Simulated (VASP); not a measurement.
AgPb2F6:

```
Ag Pb F
1.0
     0.00000    4.19231    4.19231
     4.19231    0.00000    4.19231
     4.19231    4.19231    0.00000
Ag Pb F
1 2 6
Direct
  0.00000 0.00000 0.00000
  0.25000 0.25000 0.25000
  0.75000 0.75000 0.75000
  0.75000 0.25000 0.25000
  0.25000 0.75000 0.75000
  0.25000 0.75000 0.25000
  0.75000 0.25000 0.75000
  0.25000 0.25000 0.75000
  0.75000 0.75000 0.25000
```

This cell differs from its parent crystal: atoms taken out.

Base run:

```yaml
Program: VASP 6.6.1
Functional: PBE
Potentials_or_basis: VASP PAW PBE potentials, release 64 (Ag, Pb_d, F)
Cutoff: 520 eV
k_mesh: 4 × 4 × 4
Occupations: gaussian, width 0.1 eV
Spin: no spin polarisation
```

Its results: band gap on the k mesh zero (an odd number of electrons rules out a gap without spin polarisation); pressure 0.1 GPa.

Question: The run is repeated on the same cell with these changes: spin from no spin polarisation to collinear spin; further incar settings from ALGO = Normal; EDIFF = 1e-07; NBANDS = 50 to ALGO = Normal; EDIFF = 1e-06; NBANDS = 54. What comes out?

Answer: Band gap on the k mesh zero (filled and empty bands overlap); pressure 0.1 GPa; net moment 1.00 μB per cell; site moments Ag +0.56; Pb -0.01; F +0.07 μB.

Caveats: spin-orbit coupling is left out, which moves the levels of the heavy elements; an odd number of electrons without spin polarisation forces a metal (at least some runs); a magnetic or distorted state may lie lower (at least some runs).
